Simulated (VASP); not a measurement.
A run of VASP 6.6.1 is set up as follows.

File INCAR:

```
SYSTEM = F
PREC = Accurate
ENCUT = 520
EDIFF = 1E-6
ISMEAR = 0
SIGMA = 0.05
LREAL = .FALSE.
LASPH = .TRUE.
NELM = 60
ALGO = Normal
ISIF = 2
LWAVE = .FALSE.
LCHARG = .FALSE.
GGA = PS
NBANDS = 22
```

The input KPOINTS:

```
regular mesh
0
G
  4 4 2
  0 0 0
```

Contents of POSCAR:

```
F
1.0
    3.0680205209     -1.6804503409     -0.2366322099
    3.0680205209      1.6804503409     -0.2366322099
   -2.3317142259      0.0000000000      6.7400156646
F
4
Direct
    0.0848459664      0.0848459664      0.0940038325
    0.9151540336      0.9151540336      0.9059961675
    0.5015719855      0.5015719855      0.5937195244
    0.4984280145      0.4984280145      0.4062804756
```

Potentials or basis: VASP PAW PBE potentials, release 64 (F).

Launch:

```sh
$ cat potpaw_PBE.64/F/POTCAR > POTCAR
$ mpirun -np 1 vasp_std > vasp.out
```

What does it give for the band gap on the k mesh?

3.87 eV, indirect (least direct gap 4.00 eV).

Estimate the pressure.

8.0 GPa.

What does it give for the largest force?

3.902 eV/Å.

Forces on the atoms (eV/Å):
```
F    1.772  0.000  3.451
F   -1.772  0.000 -3.451
F   -1.242  0.000  3.699
F    1.242  0.000 -3.699
```

Caveat: the k points lie up to 0.54 Å⁻¹ apart; the PAW data sets were made with another functional, which shifts forces and pressure a little. A k mesh can miss the band edges.
